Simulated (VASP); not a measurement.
A run of VASP 6.6.1:

File INCAR:

```
PREC = Accurate
ENCUT = 520
EDIFF = 1E-8
ISMEAR = 0
SIGMA = 0.1
LREAL = False
LASPH = True
NELM = 80
ALGO = Normal
ISIF = 2
LWAVE = False
LCHARG = False
IBRION = 8
NSW = 1
```

The input KPOINTS:

```
regular mesh
0
Gamma
  24 24 24
```

POSCAR

```
Ag
1.0
    0.0000000000      2.0002897178      2.0002897178
    2.0002897178      0.0000000000      2.0002897178
    2.0002897178      2.0002897178      0.0000000000
Ag
1
Direct
    0.0000000000      0.0000000000      0.0000000000
```

Potentials or basis: VASP PAW LDA potentials, release 64 (Ag).

Run with:

```console
$ cat potpaw_LDA.64/Ag/POTCAR > POTCAR
$ mpirun -np 1 vasp_std > vasp.out
```

Hardware: 1 thread of AMD EPYC 9R45 96-Core Processor (Zen 5) (shared host).

**Question.** Estimate the wall time of this run.

**Answer.** Run time: 110 s on 1 thread of AMD EPYC 9R45 96-Core Processor (Zen 5), with other jobs on the host, peak memory 0.4 GiB. Counts: scf iterations 23, k points 413.
